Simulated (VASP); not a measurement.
# Ge2Mo3 (P4/nmm) in VASP: further runs

Ge2Mo3 is run at these levels: PBE; tasks: single point.

Program: VASP 6.6.1. These are calculated values, not measurements. Logs are shortened: lines on timing, memory, paths and dates and some standing lists are left out, and cuts for length are marked.

**1. The cell of the first run**

The structure is tetragonal, space group P4/nmm (No. 129). Conventional cell: a = 3.683 Å, b = 3.683 Å, c = 13.302 Å, α = 90.00°, β = 90.00°, γ = 90.00°. Within 3.4 Å of Ge (site symmetry 2mm) lie 4 Ge at 2.60 Å and 3 Mo at 2.63 to 2.64 Å. Mo (site symmetry -4m2) has 4 Mo at 2.60 Å and 2 Ge at 2.63 Å within 3.4 Å. Within 3.4 Å of Mo (site symmetry -4m2) lie 8 Mo at 2.60 to 2.81 Å. Within 3.5 Å of Mo (site symmetry 4mm) lie 4 Ge at 2.64 Å and 4 Mo at 2.81 Å.

The cell was generated, and may not be a known phase.

**2. Single point, PBE**

INCAR

```
  PREC = Accurate
  ENCUT = 520
  EDIFF = 1E-6
  ISMEAR = 0
  SIGMA = 0.1
  LREAL = F
  LASPH = T
  NELM = 60
  ALGO = Fast
  ISIF = 2
  LWAVE = F
  LCHARG = F
  GGA = PE
  NBANDS = 81
```

KPOINTS

```
regular mesh
0
Gamma
  4 4 2
```

POSCAR

```
Ge2Mo3
1.0
    3.6832656579      0.0000000000      0.0000000000
    0.0000000000      3.6832656579      0.0000000000
    0.0000000000      0.0000000000     13.3024834907
Ge Mo
4 6
Direct
    0.0000000000      0.0000000000      0.8019917527
    0.5000000000      0.5000000000      0.8019917527
    0.5000000000      0.5000000000      0.1980082473
    0.0000000000      0.0000000000      0.1980082473
    0.0000000000      0.0000000000      0.0000000000
    0.5000000000      0.5000000000      0.0000000000
    0.0000000000      0.0000000000      0.5000000000
    0.5000000000      0.5000000000      0.5000000000
    0.5000000000      0.0000000000      0.6595702038
    0.0000000000      0.5000000000      0.3404297962
```

Potentials or basis: VASP PAW PBE potentials, release 64 (Ge_d, Mo_sv).

Run with:

```
> cat potpaw_PBE.64/Ge_d/POTCAR potpaw_PBE.64/Mo_sv/POTCAR > POTCAR
> mpirun -np 1 vasp_std > vasp.out
```

OUTCAR:

```text
PREC = Accurate
   ENCUT = 520
   EDIFF = 1E-6
   ISMEAR = 0
   LREAL = F
   LASPH = T
   NELM = 60
   ISIF = 2
   GGA = PE

 ion  position               nearest neighbor table
   1  0.000  0.000  0.802-   2 2.60   2 2.60   2 2.60   2 2.60   5 2.63   9 2.64   9 2.64
   2  0.500  0.500  0.802-   1 2.60   1 2.60   1 2.60   1 2.60   6 2.63   9 2.64   9 2.64
   3  0.500  0.500  0.198-   4 2.60   4 2.60   4 2.60   4 2.60   6 2.63  10 2.64  10 2.64
   4  0.000  0.000  0.198-   3 2.60   3 2.60   3 2.60   3 2.60   5 2.63  10 2.64  10 2.64
   5  0.000  0.000  0.000-   6 2.60   6 2.60   6 2.60   6 2.60   1 2.63   4 2.63
   6  0.500  0.500  0.000-   5 2.60   5 2.60   5 2.60   5 2.60   2 2.63   3 2.63
   7  0.000  0.000  0.500-   8 2.60   8 2.60   8 2.60   8 2.60  10 2.81  10 2.81   9 2.81   9 2.81

   8  0.500  0.500  0.500-   7 2.60   7 2.60   7 2.60   7 2.60   9 2.81  10 2.81  10 2.81   9 2.81

   9  0.500  0.000  0.660-   1 2.64   2 2.64   2 2.64   1 2.64   7 2.81   8 2.81   8 2.81   7 2.81

  10  0.000  0.500  0.340-   3 2.64   4 2.64   4 2.64   3 2.64   7 2.81   7 2.81   8 2.81   8 2.81

  LATTYP: Found a simple tetragonal cell.
 ALAT       =     3.6832656579
 C/A-ratio  =     3.6116003368

  Lattice vectors:

 A1 = (   3.6832656579,   0.0000000000,   0.0000000000)
 A2 = (   0.0000000000,   3.6832656579,   0.0000000000)
 A3 = (   0.0000000000,   0.0000000000,  13.3024834907)

Analysis of symmetry for initial positions (statically):
=====================================================================
 Subroutine PRICEL returns:
 Original cell was already a primitive cell.

 Routine SETGRP: Setting up the symmetry group for a
 simple tetragonal supercell.

 Subroutine GETGRP returns: Found 16 space group operations
 (whereof  8 operations were pure point group operations)
 out of a pool of 16 trial point group operations.

The static configuration has the point symmetry D_2d.
 The point group associated with its full space group is D_4h.

Analysis of symmetry for dynamics (positions and initial velocities):
=====================================================================
 Subroutine PRICEL returns:
 Original cell was already a primitive cell.

 Routine SETGRP: Setting up the symmetry group for a
 simple tetragonal supercell.

 Subroutine GETGRP returns: Found 16 space group operations
 (whereof  8 operations were pure point group operations)
 out of a pool of 16 trial point group operations.

The dynamic configuration has the point symmetry D_2d.
 The point group associated with its full space group is D_4h.

 Subroutine INISYM returns: Found 16 space group operations
 (whereof  8 operations are pure point group operations),
 and found     1 'primitive' translations

----------------------------------------------------------------------------------------

                                     Primitive cell

  volume of cell :     180.4674

  direct lattice vectors                    reciprocal lattice vectors
     3.683265658  0.000000000  0.000000000     0.271498201  0.000000000  0.000000000
     0.000000000  3.683265658  0.000000000     0.000000000  0.271498201  0.000000000
     0.000000000  0.000000000 13.302483491     0.000000000  0.000000000  0.075173933

  length of vectors
     3.683265658  3.683265658 13.302483491     0.271498201  0.271498201  0.075173933

  position of ions in fractional coordinates (direct lattice)
     0.000000000  0.000000000  0.801991753
     0.500000000  0.500000000  0.801991753
     0.500000000  0.500000000  0.198008247
     0.000000000  0.000000000  0.198008247
     0.000000000  0.000000000  0.000000000
     0.500000000  0.500000000  0.000000000
     0.000000000  0.000000000  0.500000000
     0.500000000  0.500000000  0.500000000
     0.500000000  0.000000000  0.659570204
     0.000000000  0.500000000  0.340429796

  ion indices of the primitive-cell ions
   primitive index   ion index
                 1           1
                 2           2
                 3           3
                 4           4
                 5           5
                 6           6
                 7           7
                 8           8
                 9           9
                10          10

----------------------------------------------------------------------------------------

 KPOINTS: regular mesh

Automatic generation of k-mesh.
 Grid dimensions read from file:
 generate k-points for:    4    4    2

 Generating k-lattice:

  Cartesian coordinates                     Fractional coordinates (reciprocal lattice)
     0.067874550  0.000000000  0.000000000     0.250000000  0.000000000  0.000000000
     0.000000000  0.067874550  0.000000000     0.000000000  0.250000000  0.000000000
     0.000000000  0.000000000  0.037586966     0.000000000  0.000000000  0.500000000

  Length of vectors
     0.067874550  0.067874550  0.037586966

  Shift w.r.t. Gamma in fractional coordinates (k-lattice)
[... 31 lines left out ...]
   ISTART =      0    job   : 0-new  1-cont  2-samecut
   ICHARG =      2    charge: 1-file 2-atom 10-const
   ISPIN  =      1    spin polarized calculation?
   LNONCOLLINEAR =      F non collinear calculations
   LSORBIT =      F    spin-orbit coupling
   LASPH  =      T    aspherical Exc in radial PAW
   ENCUT  =  520.0 eV  38.22 Ry    6.18 a.u.   6.85  6.85 24.73*2*pi/ulx,y,z
   NELM   =     60;   NELMIN=  2; NELMDL= -5     # of ELM steps
   EDIFF  = 0.1E-05   stopping-criterion for ELM
   LREAL  =      F    real-space projection
   EDIFFG = 0.1E-04   stopping-criterion for IOM
   NSW    =      0    number of steps for IOM
   IBRION =     -1    ionic relax: 0-MD 1-quasi-New 2-CG
   NFREE  =      0    steps in history (QN), initial steepest desc. (CG)
   ISIF   =      2    stress and relaxation
   ISYM   =      2    0-nonsym 1-usesym 2-fastsym
   POTIM  = 0.5000    time-step for ionic-motion
   TEBEG  =    0.0;   TEEND  =   0.0 temperature during run
   PSTRESS=    0.0 pullay stress
   NELECT =     140.0000    total number of electrons
   NUPDOWN=      -1.0000    fix difference up-down
   EMIN   =  10.00;   EMAX   =-10.00  energy-range for DOS
   EFERMI =   0.00;   METHOD = LEGACY
   ISMEAR =     0;   SIGMA  =   0.10  broadening in eV -4-tet -1-fermi 0-gaus
   EFERMI_NEDOS =   21; number of points for ismear=-14 and -15
   IALGO  =     68    algorithm
   IMIX   =      4    mixing-type and parameters
     AMIX     =   0.40;   BMIX     =  1.00
     AMIX_MAG =   1.60;   BMIX_MAG =  1.00
  volume/ion in A,a.u.               =      18.05       121.79
  Fermi-wavevector in a.u.,A,eV,Ry     =   1.504243  2.842606 30.786529  2.262746
  Thomas-Fermi vector in A             =   2.615248
   LORBIT       =      0    0 simple, 1 ext, 2 COOP (PROOUT), +10 PAW based schemes
   GGA     = PE    functional components
   LHFCALC =     F    Hartree Fock is set to
   AEXX    =    0.0000 exact exchange contribution
   IVDW    =     0    specifies the selected vdW correction
   LEPSILON=     F    determine dielectric tensor
   LRPA    =     F    only Hartree local field effects (RPA)
 non-spin polarized calculation
 RMM-DIIS sequential band-by-band and
 Gauss-broadening in eV      SIGMA  =   0.10
  energy-cutoff  :      520.00
  volume of cell :      180.47
 maximum number of plane-waves:      4928
 NGX is ok and might be reduce to    28
   NGX = 13   NGY = 13   NGZ = 49

 number of electron     140.0000070 magnetization

 Free energy of the ion-electron system (eV)
  ---------------------------------------------------
  ext. energy  EPLUGINS =         0.00000000
  ---------------------------------------------------
  free energy    TOTEN  =       -76.73470079 eV

  energy without entropy =      -76.67528990  energy(sigma->0) =      -76.70499535

 E-fermi :   8.6717     XC(G=0): -12.0042

 val. band max:        8.6630272946   @ k =   0.2500   0.0000   0.0000
 cond. band min:       8.6763111963   @ k =   0.2500   0.0000   0.5000
 fundamental gap:      0.0132839017
 Fermi energy:         8.6716896515

 k-point     1 :       0.0000    0.0000    0.0000
  band No.  band energies     occupation
      1     -52.2057      2.00000
      2     -52.1327      2.00000
      3     -52.0472      2.00000
      4     -52.0277      2.00000
      5     -51.7423      2.00000
      6     -51.6544      2.00000
[... 997 lines left out ...]
     80      11.1488      0.00000
     81      11.8873      0.00000

------------------------ aborting loop because EDIFF is reached ----------------------------------------

  FORCE on cell =-STRESS in cart. coord.  units (eV):
  Direction    XX          YY          ZZ          XY          YZ          ZX
  --------------------------------------------------------------------------------------
  -------------------------------------------------------------------------------------
  Total        0.3501181      0.3501181      0.3552976      0.0000000      0.0000000      0.0000000
  in kB        3.1083240      3.1083240      3.1543073      0.0000000      0.0000000      0.0000000
  external PRESSURE =       3.1236517 kB  Pullay stress =       0.0000000 kB

 VOLUME and BASIS-vectors are now :
 -----------------------------------------------------------------------------
  energy-cutoff  :      520.00
  volume of cell :      180.47
      direct lattice vectors                 reciprocal lattice vectors
     3.683265658  0.000000000  0.000000000     0.271498201  0.000000000  0.000000000
     0.000000000  3.683265658  0.000000000     0.000000000  0.271498201  0.000000000
     0.000000000  0.000000000 13.302483491     0.000000000  0.000000000  0.075173933

 POSITION                                       TOTAL-FORCE (eV/Angst)
 -----------------------------------------------------------------------------------
      0.00000      0.00000     10.66848        -0.000000      0.000000     -0.006588
      1.84163      1.84163     10.66848        -0.000000      0.000000     -0.006588
      1.84163      1.84163      2.63400         0.000000     -0.000000      0.006588
      0.00000      0.00000      2.63400         0.000000      0.000000      0.006588
      0.00000      0.00000      0.00000        -0.000000      0.000000      0.000000
      1.84163      1.84163      0.00000        -0.000000     -0.000000      0.000000
      0.00000      0.00000      6.65124        -0.000000     -0.000000      0.000000
      1.84163      1.84163      6.65124        -0.000000      0.000000      0.000000
      1.84163      0.00000      8.77392        -0.000000     -0.000000     -0.012449
      0.00000      1.84163      4.52856        -0.000000      0.000000      0.012449
 -----------------------------------------------------------------------------------
    total drift:                                0.000000      0.000000      0.000000

  FREE ENERGIE OF THE ION-ELECTRON SYSTEM (eV)
  ---------------------------------------------------
  free  energy   TOTEN  =       -76.7347007861 eV

  energy  without entropy=      -76.6752899041  energy(sigma->0) =      -76.70499535
```

It took 5.7 min on 1 thread of Intel Xeon Platinum 8488C (Sapphire Rapids), shared host; peak memory 0.34 GiB.

Results:

```yaml
Free_energy: -76.7347 eV
Pressure: 0.3 GPa
Largest_force: 0.012 eV/Å
Band_gap_on_the_k_mesh: zero (bands 70 and 71 overlap by 0.72 eV)
```

Forces in eV/Å, atoms in the order of the input:
```
Ge   0.000  0.000 -0.007
Ge   0.000  0.000 -0.007
Ge   0.000  0.000  0.007
Ge   0.000  0.000  0.007
Mo   0.000  0.000  0.000
Mo   0.000  0.000  0.000
Mo   0.000  0.000  0.000
Mo   0.000  0.000  0.000
Mo   0.000  0.000 -0.012
Mo   0.000  0.000  0.012
```

Caveat: the k points lie up to 0.43 Å⁻¹ apart, too coarse for converged energies and pressures of a metal.

**3. Single point, PBE**

This run uses another cell than the first one, of 18.57 Å³/atom.

INCAR

```
SYSTEM = Ge2Mo3
PREC     = Accurate       ! precision mode
ENCUT    = 520            ! plane-wave cutoff, eV
EDIFF    = 1E-6           ! SCF threshold, eV
ISMEAR   = 0              ! smearing method
SIGMA    = 0.1            ! smearing width, eV
LREAL    = .False.        ! projectors in reciprocal space
LASPH    = .True.         ! aspherical terms in the spheres
NELM     = 80             ! most SCF steps
ALGO     = Fast           ! electronic algorithm
ISIF     = 2              ! what is computed and relaxed
LWAVE    = .False.        ! write WAVECAR
LCHARG   = .True.         ! write CHGCAR
GGA      = PE             ! functional
LELF     = .True.         ! ELF
LVHAR    = .True.       
NBANDS   = 81             ! bands
```

KPOINTS

```
regular mesh
0
Gamma
  4 4 2
  0 0 0
```

POSCAR

```
Ge2Mo3
1.0
    4.8333283600      0.0000000000      0.0000000000
    0.0000000000      4.8333283600      0.0000000000
    0.0000000000      0.0000000000      7.9483756000
Ge Mo
4 6
Direct
    0.0000000000      0.0000000000      0.7011665700
    0.5000000000      0.5000000000      0.7011665700
    0.5000000000      0.5000000000      0.2988334300
    0.0000000000      0.0000000000      0.2988334300
    0.0000000000      0.0000000000      0.0000000000
    0.5000000000      0.5000000000      0.0000000000
    0.0000000000      0.0000000000      0.5000000000
    0.5000000000      0.5000000000      0.5000000000
    0.5000000000      0.0000000000      0.6655488400
    0.0000000000      0.5000000000      0.3344511600
```

Potentials or basis: VASP PAW PBE potentials, release 64 (Ge_d, Mo_sv).

Run with:

```
> cat potpaw_PBE.64/Ge_d/POTCAR potpaw_PBE.64/Mo_sv/POTCAR > POTCAR
> mpirun -np 1 vasp_std > vasp.out
```

It took 6.2 min on 1 thread of Intel Xeon Platinum 8488C (Sapphire Rapids), shared host; peak memory 0.35 GiB.

It converged, with:

* Free energy: -18.8258 eV
* Pressure: 92.2 GPa
* Largest force: 45.753 eV/Å
* Band gap on the k mesh: zero (bands 70 and 71 overlap by 0.58 eV)

Forces on the atoms (eV/Å):
```
Ge    0.000   0.000  45.753
Ge    0.000   0.000  45.753
Ge    0.000   0.000 -45.753
Ge    0.000   0.000 -45.753
Mo    0.000   0.000   0.000
Mo    0.000   0.000   0.000
Mo    0.000   0.000   0.000
Mo    0.000   0.000   0.000
Mo    0.000   0.000   1.817
Mo    0.000   0.000  -1.817
```

Stress tensor (GPa, compression positive):
```
  3.31   0.00   0.00
  0.00   3.31   0.00
  0.00   0.00 269.97
```

Levels at points of the mesh, in eV from the Fermi level:
```
           k point  band 66  band 67  band 68  band 69  band 70  band 71  band 72  band 73  band 74  band 75
(0.00, 0.00, 0.00)    -1.38    -1.36    -0.94    -0.93    -0.52     0.32     0.32     0.34     0.34     0.51
(0.50, 0.00, 0.00)    -1.27    -0.72    -0.72    -0.52    -0.52     0.17     0.17     0.18     0.18     0.49
(0.50, 0.50, 0.00)    -0.80    -0.16    -0.16     0.22     0.22     0.23     0.23     0.63     0.63     0.85
(0.00, 0.00, 0.50)    -1.46    -1.34    -1.34    -0.94    -0.29    -0.29     0.48     0.71     0.84     0.84
(0.50, 0.00, 0.50)    -1.14    -0.57    -0.57    -0.50    -0.50     0.12     0.12     0.34     0.34     0.34
(0.50, 0.50, 0.50)    -1.19    -0.51    -0.51     0.25     0.29     0.46     0.47     0.64     0.64     0.69
```

Caveat: the k points lie up to 0.40 Å⁻¹ apart, too coarse for converged energies and pressures of a metal; atoms lie so close that the PAW spheres overlap strongly, which falsifies energies and pressures; forces of over 1 eV/Å act on the atoms, so gaps and moduli don't describe the material at rest.

**4. Single point, PBE**

This run uses another cell than the first one, of 18.09 Å³/atom.

INCAR

```
SYSTEM = Ge2Mo3
ALGO = Fast
EDIFF = 1E-6
ENCUT = 520
GGA = PE
ISIF = 2
ISMEAR = 0
LASPH = .TRUE.
LCHARG = .TRUE.
LELF = .TRUE.
LREAL = .FALSE.
LVHAR = .TRUE.
LWAVE = .FALSE.
NBANDS = 81
NELM = 80
PREC = Accurate
SIGMA = 0.1
```

KPOINTS

```
k-points
0
G
  6 6 2
  0 0 0
```

POSCAR

```
Ge2Mo3
1.0
    3.6947395388      0.0000000000      0.0000000000
    0.0000000000      3.6947395388      0.0000000000
    0.0000000000      0.0000000000     13.2488011219
Ge Mo
4 6
Direct
    0.0000000000      0.0000000000      0.8005405674
    0.5000000000      0.5000000000      0.8005405674
    0.5000000000      0.5000000000      0.1994594326
    0.0000000000      0.0000000000      0.1994594326
    0.0000000000      0.0000000000      0.0000000000
    0.5000000000      0.5000000000      0.0000000000
    0.0000000000      0.0000000000      0.5000000000
    0.5000000000      0.5000000000      0.5000000000
    0.5000000000      0.0000000000      0.6557907433
    0.0000000000      0.5000000000      0.3442092567
```

Run with:

```
> cat potpaw_PBE.64/Ge_d/POTCAR potpaw_PBE.64/Mo_sv/POTCAR > POTCAR
> mpirun -np 1 vasp_std > vasp.out
```

Run time: 8.7 min. Hardware: 1 thread of Intel Xeon Platinum 8488C (Sapphire Rapids), shared host; peak memory 0.39 GiB.

Results (log left out):

```
Free energy            : -77.0072 eV
Pressure               : 0.4 GPa
Largest force          : 0.026 eV/Å
Band gap on the k mesh : zero (bands 70 and 71 overlap by 0.88 eV)
```

Forces on the atoms (eV/Å):
```
Ge   0.000  0.000  0.018
Ge   0.000  0.000  0.018
Ge   0.000  0.000 -0.018
Ge   0.000  0.000 -0.018
Mo   0.000  0.000  0.000
Mo   0.000  0.000  0.000
Mo   0.000  0.000  0.000
Mo   0.000  0.000  0.000
Mo   0.000  0.000 -0.026
Mo   0.000  0.000  0.026
```

Stress tensor (GPa, compression positive):
```
0.52 0.00 0.00
0.00 0.52 0.00
0.00 0.00 0.04
```

Levels at points of the mesh, in eV from the Fermi level:
```csv
k point,band 67,band 68,band 69,band 70,band 71,band 72,band 73,band 74
"(0.00, 0.00, 0.00)",-0.74,-0.52,0.16,0.29,0.29,0.44,0.71,1.23
"(0.50, 0.00, 0.00)",-0.52,-0.52,-0.50,-0.50,0.36,0.36,0.38,0.38
"(0.50, 0.50, 0.00)",-1.02,-1.02,0.43,0.43,0.47,0.47,1.00,1.00
"(0.00, 0.00, 0.50)",-1.38,-1.19,0.17,0.44,0.71,0.80,0.80,1.03
"(0.50, 0.00, 0.50)",-0.49,-0.49,-0.45,-0.45,0.11,0.11,0.36,0.36
"(0.50, 0.50, 0.50)",-0.55,-0.55,-0.02,-0.02,0.43,0.43,0.76,0.76
```

**5. Summary**

| cell | k mesh | gap on the mesh (eV) | pressure (GPa) | largest force (eV/Å) |
| --- | --- | --- | --- | --- |
| a = 3.683, b = 3.683, c = 13.302 Å, 10 atoms, atomic positions A | 4 × 4 × 2 | none | 0.3 | 0.01 |
| a = 4.833, b = 4.833, c = 7.948 Å, 10 atoms, atomic positions B | 4 × 4 × 2 | none | 92.2 | 45.75 |
| a = 3.695, b = 3.695, c = 13.249 Å, 10 atoms, atomic positions C | 6 × 6 × 2 | none | 0.4 | 0.03 |

Alike in all rows: task single point; level PBE; potentials or basis VASP PAW PBE potentials, release 64 (Ge_d, Mo_sv); no spin polarisation; cutoff (eV) 520; smearing gaussian 0.1 eV.

Caveats: some runs use coarse meshes; atoms lie so close that the PAW spheres overlap strongly, which falsifies energies and pressures (at least some runs); forces of over 1 eV/Å act on the atoms, so gaps and moduli don't describe the material at rest (at least some runs).

Total energies depend on the potentials used, so only differences within one code and one set of settings carry meaning.

The gap in the log of VASP goes by the Fermi energy; the results here count the filled bands.